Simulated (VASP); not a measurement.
A run of VASP 6.6.1:

File INCAR:

```
PREC = Accurate
ENCUT = 500
EDIFF = 1E-6
ISMEAR = 0
SIGMA = 0.01
LREAL = False
LASPH = True
NELM = 120
ALGO = Normal
ISIF = 2
LWAVE = False
LCHARG = False
GGA = PE
NBANDS = 17
GGA_COMPAT = False
```

File KPOINTS:

```
Automatic mesh
0
Gamma
  2 2 2
```

File POSCAR:

```
Na2S
1.0
    0.0000000000      3.2554286299      3.2554286299
    3.2554286299      0.0000000000      3.2554286299
    3.2554286299      3.2554286299      0.0000000000
Na S
2 1
Direct
    0.2500000000      0.2500000000      0.2500000000
    0.7500000000      0.7500000000      0.7500000000
    0.0000000000      0.0000000000      0.0000000000
```

Potentials or basis: VASP PAW PBE potentials, release 64 (Na_pv, S).

Launch:

```bash
$ cat potpaw_PBE.64/Na_pv/POTCAR potpaw_PBE.64/S/POTCAR > POTCAR
$ mpirun -np 1 vasp_std > vasp.out
```

Hardware: 1 thread of Intel(R) Xeon(R) 6975P-C (Granite Rapids), on a shared host.

Q: Estimate the wall time of this run.

A: It took 4.1 s on 1 thread of Intel(R) Xeon(R) 6975P-C (Granite Rapids), with other jobs on the host, peak memory 0.19 GiB. Counts: scf iterations 14, k points 3.
